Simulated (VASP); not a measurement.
## BN: single point with PBE-based screened hybrid

Crystal: BN.

```xyz
4
Lattice="2.5539 0.0000 0.0000 -1.2770 2.2118 0.0000 0.0000 0.0000 4.2269" Properties=species:S:1:pos:R:3 pbc="T T T"
N     0.0000    1.4745    0.5295
N     1.2770    0.7373    2.6430
B     0.0000    1.4745    2.1123
B     1.2770    0.7373    4.2257
```

- Program: VASP 6.6.1
- Task: single point
- Functional: PBE-based screened hybrid
- Potentials or basis: VASP PAW PBE potentials, release 64 (N, B)
- Cutoff: 520 eV
- k mesh: 6 × 6 × 3
- Occupations: fermi-dirac, width 0.05 eV
- Spin: no spin polarisation

The pressure is -8.3 GPa, the largest force is 0.036 eV/Å and the band gap on the k mesh is 6.28 eV, indirect (least direct gap 9.62 eV).

Forces on the atoms (eV/Å):
```
N    0.000  0.000 -0.036
N    0.000  0.000 -0.036
B    0.000  0.000  0.036
B    0.000  0.000  0.036
```

Stress tensor (GPa, compression positive):
```
-7.93  0.00  0.00
 0.00 -7.93  0.00
 0.00  0.00 -9.14
```

Levels at points of the mesh, in eV from the valence-band top:
```
           k point  band 4  band 5  band 6  band 7  band 8  band 9  band 10  band 11  band 12  band 13
(0.00, 0.00, 0.00)   -2.26   -2.26   -0.28    0.00    0.00    9.76     9.76     9.98    10.82    12.16
(0.50, 0.00, 0.00)   -8.42   -7.41   -5.32   -4.63   -2.26    7.86     9.19    12.07    12.86    14.53
```

Run time: 10 min on 1 thread of AMD EPYC 7R13 (shared host), peak memory 0.21 GiB.

Caveat: the k points lie up to 0.50 Å⁻¹ apart; the PAW data sets were made with another functional, which shifts forces and pressure a little. A k mesh can miss the band edges.
